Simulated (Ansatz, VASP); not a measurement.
**Two plane-wave programs on Cs2SnI6**

INCAR

```
ALGO = Normal
EDIFF = 1E-7
EDIFFG = -0.03
ENCUT = 500
GGA = PE
GGA_COMPAT = False
IBRION = 2
ISIF = 3
ISMEAR = 0
LASPH = True
LCHARG = False
LREAL = False
LWAVE = False
NELM = 120
NELMIN = 4
NSW = 80
PREC = Accurate
SIGMA = 0.05
```

Contents of KPOINTS:

```
k-points
0
Gamma
  4 4 4
```

The input POSCAR:

```
Cs2SnI6
1.0
    0.0000000000      5.8138000000      5.8138000000
    5.8138000000      0.0000000000      5.8138000000
    5.8138000000      5.8138000000      0.0000000000
Cs Sn I
2 1 6
Direct
    0.2500000000      0.2500000000      0.2500000000
    0.7500000000      0.7500000000      0.7500000000
    0.0000000000      0.0000000000      0.0000000000
    0.7546400000      0.2453600000      0.2453600000
    0.2453600000      0.7546400000      0.2453600000
    0.2453600000      0.7546400000      0.7546400000
    0.7546400000      0.2453600000      0.7546400000
    0.2453600000      0.2453600000      0.7546400000
    0.7546400000      0.7546400000      0.2453600000
```

Input for Ansatz:

```yaml
crystal:
  lattice:
    - [0.0, 5.8138, 5.8138]
    - [5.8138, 0.0, 5.8138]
    - [5.8138, 5.8138, 0.0]
  atoms:
    - { symbol: Cs, position: [0.25, 0.25, 0.25] }
    - { symbol: Cs, position: [0.75, 0.75, 0.75] }
    - { symbol: Sn, position: [0.0, 0.0, 0.0] }
    - { symbol: I, position: [0.75464, 0.24536, 0.24536] }
    - { symbol: I, position: [0.24536, 0.75464, 0.24536] }
    - { symbol: I, position: [0.24536, 0.75464, 0.75464] }
    - { symbol: I, position: [0.75464, 0.24536, 0.75464] }
    - { symbol: I, position: [0.24536, 0.24536, 0.75464] }
    - { symbol: I, position: [0.75464, 0.75464, 0.24536] }
basis:
  ecutwfc: 420
  ecutrho_ratio: 4
kpoints:
  mp_grid: { grid: [4, 4, 4] }
hamiltonian:
  xc: pbe
scf:
  occupations: { method: gaussian, width: 0.05 }
output:
  forces: true
  stress: true
  eigenvalues: true
relax:
  f_tol: 0.03
  max_steps: 60
  cell: { stress_tol: 0.3 }
```

Alike in both runs: task relaxation of cell and atoms; functional PBE; k mesh 4 × 4 × 4; occupations gaussian, width 0.05 eV; no spin polarisation.

```csv
,VASP,Ansatz
version,VASP 6.6.1,Ansatz 0.2.0
potentials or method,"VASP PAW PBE potentials, release 64 (Cs_sv, Sn_d, I), cutoff 500 eV","scalar-relativistic, plane waves, PAW"
valence electrons in the cell,74,134
```

|  | VASP | Ansatz | Ansatz less VASP |
| --- | --- | --- | --- |
| gap on the k mesh at the Fermi level, each at its own relaxed structure (eV) | 0.28 | 0.25 | -0.026 |
| relaxed volume (Å³/atom) | 48.57 | 48.47 | -0.103 |
| relaxed length of the cell vector where the two differ most in proportion (Å) | 8.519 | 8.513 | -0.0060 |

VASP's potentials hold 74 valence electrons a cell and Ansatz's 134, so a difference there can come from the potentials and not from the codes.

Spin-orbit coupling is off throughout.
